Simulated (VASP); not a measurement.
# Sb (R-3m) in VASP: a series of runs

The runs below take Sb through elastic constants, with PBEsol, LDA.

All numbers are computed with VASP 6.6.1; they aren't measurements. Logs are shortened: lines on timing, memory, paths and dates and some standing lists are left out, and cuts for length are marked.

### 1 The cell of the first run

The structure is trigonal, space group R-3m (No. 166). The conventional cell has a = 4.514 Å, b = 4.514 Å, c = 11.812 Å, α = 90.00°, β = 90.00°, γ = 120.00°. Within 3.9 Å of Sb (site symmetry 3m) lie 6 Sb at 2.98 to 3.60 Å.

### 2 Elastic constants, PBEsol (34.74 Å³/atom)

The input, INCAR:

```
PREC = Accurate
ENCUT = 500
EDIFF = 1E-8
ISMEAR = 1
SIGMA = 0.1
LREAL = F
LASPH = T
NELM = 120
ALGO = Normal
ISIF = 3
LWAVE = F
LCHARG = F
GGA = PS
IBRION = 6
NFREE = 2
POTIM = 0.015
NSW = 1
GGA_COMPAT = F
```

The input, KPOINTS:

```
regular mesh
0
Gamma
  6 6 6
```

The input, POSCAR:

```
Sb
1.0
    2.2569328350      1.3030407798      3.9372173400
   -2.2569328350      1.3030407798      3.9372173400
    0.0000000000     -2.6060815597      3.9372173400
Sb
2
Direct
    0.7720304451      0.7720304451      0.7720304451
    0.2279695549      0.2279695549      0.2279695549
```

Potentials or basis: VASP PAW PBE potentials, release 64 (Sb).

Command:

```sh
$ cat potpaw_PBE.64/Sb/POTCAR > POTCAR
$ mpirun -np 1 vasp_std > vasp.out
```

OUTCAR:

```text
PREC = Accurate
   ENCUT = 500
   EDIFF = 1E-8
   ISMEAR = 1
   LREAL = F
   LASPH = T
   NELM = 120
   ISIF = 3
   GGA = PS
   IBRION = 6
   NFREE = 2
   POTIM = 0.015
   NSW = 1

 ion  position               nearest neighbor table
   1  0.772  0.772  0.772-   2 2.98   2 2.98   2 2.98   2 3.60   2 3.60   2 3.60
   2  0.228  0.228  0.228-   1 2.98   1 2.98   1 2.98   1 3.60   1 3.60   1 3.60

  LATTYP: Found a trigonal (rhomboedric) cell.
 ALAT       =     4.7215825184
 COS(alpha) =     0.5430253624

  Lattice vectors:

 A1 = (   2.2569328350,   1.3030407798,   3.9372173400)
 A2 = (  -2.2569328350,   1.3030407798,   3.9372173400)
 A3 = (   0.0000000000,  -2.6060815597,   3.9372173400)

Analysis of symmetry for initial positions (statically):
=====================================================================
 Subroutine PRICEL returns:
 Original cell was already a primitive cell.

 Routine SETGRP: Setting up the symmetry group for a
 trigonal (rhombohedral) supercell.

 Subroutine GETGRP returns: Found 12 space group operations
 (whereof 12 operations were pure point group operations)
 out of a pool of 12 trial point group operations.

The static configuration has the point symmetry D_3d.

Analysis of symmetry for dynamics (positions and initial velocities):
=====================================================================
 Subroutine PRICEL returns:
 Original cell was already a primitive cell.

 Routine SETGRP: Setting up the symmetry group for a
 trigonal (rhombohedral) supercell.

 Subroutine GETGRP returns: Found 12 space group operations
 (whereof 12 operations were pure point group operations)
 out of a pool of 12 trial point group operations.

The dynamic configuration has the point symmetry D_3d.

 Subroutine INISYM returns: Found 12 space group operations
[... 639 lines left out ...]

  FORCE on cell =-STRESS in cart. coord.  units (eV):
  Direction    XX          YY          ZZ          XY          YZ          ZX
  --------------------------------------------------------------------------------------
  -------------------------------------------------------------------------------------
  Total       -2.3114942     -2.3114942     -1.5349591      0.0000000      0.0000000      0.0000000
  in kB      -53.3072298    -53.3072298    -35.3989282      0.0000000      0.0000000      0.0000000
  external PRESSURE =     -47.3377959 kB  Pullay stress =       0.0000000 kB
[... 17 lines left out ...]
  FREE ENERGIE OF THE ION-ELECTRON SYSTEM (eV)
  ---------------------------------------------------
  free  energy   TOTEN  =        -8.9832828370 eV

  energy  without entropy=       -8.9827100800  energy(sigma->0) =       -8.98309192

 INTERNAL STRAIN TENSORS FROM STRAINED CELLS
 ============================================

 INTERNAL STRAIN TENSOR FOR ION    1 for displacements in x,y,z  (eV/Angst):
          X           Y           Z          XY          YZ          ZX
  --------------------------------------------------------------------------------
  x     0.00000     0.00000     0.00000    -1.97381     0.00000     4.82227
  y    -1.95462     2.00010    -0.00000    -0.00002     4.86046     0.00009
  z     4.05149     4.04333     6.10146    -0.00021     0.00600     0.00002

 INTERNAL STRAIN TENSORS FROM DISPLACED ATOMS
 ============================================

 INTERNAL STRAIN TENSOR FOR ION    1 for displacements in x,y,z  (eV/Angst):
          X           Y           Z          XY          YZ          ZX
  --------------------------------------------------------------------------------
  x     0.00000     0.00000    -0.00000    -1.90634    -0.00000     4.81803
  y    -1.90634     1.90634    -0.00000     0.00000     4.81804     0.00000
  z     4.02213     4.02213     6.07073     0.00000    -0.00000    -0.00000

 INTERNAL STRAIN TENSOR FOR ION    2 for displacements in x,y,z  (eV/Angst):
          X           Y           Z          XY          YZ          ZX
  --------------------------------------------------------------------------------
  x     0.00000     0.00000     0.00000     1.90634     0.00000    -4.81803
  y     1.90634    -1.90634     0.00000     0.00000    -4.81804    -0.00000
  z    -4.02213    -4.02213    -6.07073     0.00000     0.00000     0.00000

 Eigenvectors and eigenvalues of the dynamical matrix
 ----------------------------------------------------

   1 f  =    4.427929 THz    27.821499 2PiTHz  147.699817 cm-1    18.312435 meV
             X         Y         Z           dx          dy          dz
      0.000000 -0.000000  9.118955     0.000000    0.000000   -0.707107
      0.000000 -0.000000  2.692697    -0.000000   -0.000000    0.707107
[... 11 lines left out ...]
   4 f  =    0.000000 THz     0.000000 2PiTHz    0.000001 cm-1     0.000000 meV
             X         Y         Z           dx          dy          dz
      0.000000 -0.000000  9.118955     0.000000    0.424646    0.565398
      0.000000 -0.000000  2.692697     0.000000    0.424646    0.565398

   5 f/i=    0.000000 THz     0.000000 2PiTHz    0.000001 cm-1     0.000000 meV
             X         Y         Z           dx          dy          dz
      0.000000 -0.000000  9.118955     0.000001    0.565398   -0.424646
      0.000000 -0.000000  2.692697     0.000001    0.565398   -0.424646

   6 f/i=    0.000000 THz     0.000000 2PiTHz    0.000001 cm-1     0.000000 meV
             X         Y         Z           dx          dy          dz
      0.000000 -0.000000  9.118955     0.707107   -0.000001    0.000001
      0.000000 -0.000000  2.692697     0.707107   -0.000001    0.000001

--------------------------------------------------------------------------------------------------------

 ELASTIC MODULI CONTR FROM IONIC RELAXATION (kBar)
 Direction    XX          YY          ZZ          XY          YZ          ZX
 --------------------------------------------------------------------------------
 XX        -108.5714    -44.2195   -115.3060     -0.0000     81.3207      0.0000
 YY         -44.2195   -108.5714   -115.3060      0.0000    -81.3207     -0.0000
 ZZ        -115.3060   -115.3060   -174.0350     -0.0000      0.0000      0.0000
 XY          -0.0000      0.0000     -0.0000    -32.1759      0.0000     81.3206
 YZ          81.3207    -81.3207      0.0000      0.0000   -205.5279     -0.0000
 ZX           0.0000     -0.0000      0.0000     81.3206     -0.0000   -205.5276
 --------------------------------------------------------------------------------

 TOTAL ELASTIC MODULI (kBar)
 Direction    XX          YY          ZZ          XY          YZ          ZX
 --------------------------------------------------------------------------------
 XX         675.5118    197.8508    122.0507     -0.0000    -70.2146      0.0000
 YY         197.8508    675.5118    122.0507      0.0000     70.2146     -0.0000
 ZZ         122.0507    122.0507    244.4661     -0.0000     -0.0000      0.0000
 XY          -0.0000      0.0000     -0.0000    238.8305      0.0000    -70.2145
 YZ         -70.2146     70.2146     -0.0000      0.0000    127.3457     -0.0000
 ZX           0.0000     -0.0000     -0.0000    -70.2145     -0.0000    127.3459
 --------------------------------------------------------------------------------
```

OSZICAR:

```text
N       E                     dE             d eps       ncg     rms          rms(c)
DAV:   1     0.342716376662E+02    0.34272E+02   -0.34488E+03   576   0.826E+02
DAV:   2    -0.744323018449E+01   -0.41715E+02   -0.40848E+02   839   0.117E+02
DAV:   3    -0.898604557812E+01   -0.15428E+01   -0.15268E+01   750   0.277E+01
[... 178 lines left out ...]
DAV:   2    -0.898330562676E+01   -0.43024E-03   -0.57826E-03   693   0.631E-01    0.330E-02
DAV:   3    -0.898328558793E+01    0.20039E-04   -0.95286E-05   634   0.746E-02    0.160E-02
DAV:   4    -0.898328317085E+01    0.24171E-05   -0.13126E-05   702   0.239E-02    0.522E-03
DAV:   5    -0.898328282837E+01    0.34248E-06   -0.11883E-06   594   0.782E-03    0.697E-04
DAV:   6    -0.898328283696E+01   -0.85903E-08   -0.59527E-08   652   0.193E-03
  17 F= -.89832828E+01 E0= -.89830919E+01  d E =-.572757E-03
```

Run time: 3.6 min. Hardware: 1 thread of AMD EPYC 9R45 (Zen 5), shared host; peak memory 0.25 GiB.

What came out:

```yaml
Voigt_bulk_modulus: 28 GPa
Highest_phonon_frequency_at_Γ: 148 cm⁻¹
```

Phonon frequencies in cm⁻¹ (negative: imaginary):
| q point | frequencies |
| --- | --- |
| (0.000, 0.000, 0.000) | 0 0 0 108 108 148 |

Elastic tensor in Voigt notation (GPa, in the Cartesian axes of the cell as first typed):
```
68 20 12 -7  0  0
20 68 12  7  0  0
12 12 24  0  0  0
-7  7  0 13  0  0
 0  0  0  0 13 -7
 0  0  0  0 -7 24
```

Clamped-ion elastic tensor (GPa):
```
 78  24  24 -15   0   0
 24  78  24  15   0   0
 24  24  42   0   0   0
-15  15   0  33   0   0
  0   0   0   0  33 -15
  0   0   0   0 -15  27
```

Caveat: the cell is under stress, which shifts elastic constants; the PAW data sets were made with another functional, which shifts forces and pressure a little; spin-orbit coupling is left out, which moves the levels of the heavy elements.

### 3 Elastic constants, LDA

This run uses another cell than the first one, of 30.21 Å³/atom.

The input, INCAR:

```
PREC = Accurate
ENCUT = 600
EDIFF = 1E-8
ISMEAR = -1
SIGMA = 0.05
LREAL = False
LASPH = True
NELM = 60
ALGO = Normal
ISIF = 3
LWAVE = False
LCHARG = False
GGA = CA
IBRION = 6
NFREE = 2
POTIM = 0.015
NSW = 1
```

The input, KPOINTS:

```
Automatic mesh
0
Gamma
  6 6 6
```

The input, POSCAR:

```
Sb
1.0
    2.1542000000      1.2437279499      3.7580000000
   -2.1542000000      1.2437279499      3.7580000000
    0.0000000000     -2.4874558998      3.7580000000
Sb
2
Direct
    0.7665100000      0.7665100000      0.7665100000
    0.2334900000      0.2334900000      0.2334900000
```

Potentials or basis: VASP PAW LDA potentials, release 64 (Sb).

Command:

```sh
$ cat potpaw_LDA.64/Sb/POTCAR > POTCAR
$ mpirun -np 1 vasp_std > vasp.out
```

It took 8.8 min on 1 thread of Intel Xeon 8259CL, shared host; peak memory 0.28 GiB.

It converged, with:

```yaml
Voigt_bulk_modulus: 43 GPa
Highest_phonon_frequency_at_Γ: 150 cm⁻¹
```

Phonon frequencies in cm⁻¹ (negative: imaginary):
| q point | frequencies |
| --- | --- |
| (0.000, 0.000, 0.000) | 0 0 0 106 106 150 |

Elastic tensor in Voigt notation (GPa, in the Cartesian axes of the cell as first typed):
```
 95  22  26 -21   0   0
 22  95  26  21   0   0
 26  26  52   0   0   0
-21  21   0  34   0   0
  0   0   0   0  34 -21
  0   0   0   0 -21  36
```

Clamped-ion elastic tensor (GPa):
```
110  31  41 -28   0   0
 31 110  41  28   0   0
 41  41  71   0   0   0
-28  28   0  53   0   0
  0   0   0   0  53 -28
  0   0   0   0 -28  40
```

Caveat: spin-orbit coupling is left out, which moves the levels of the heavy elements.
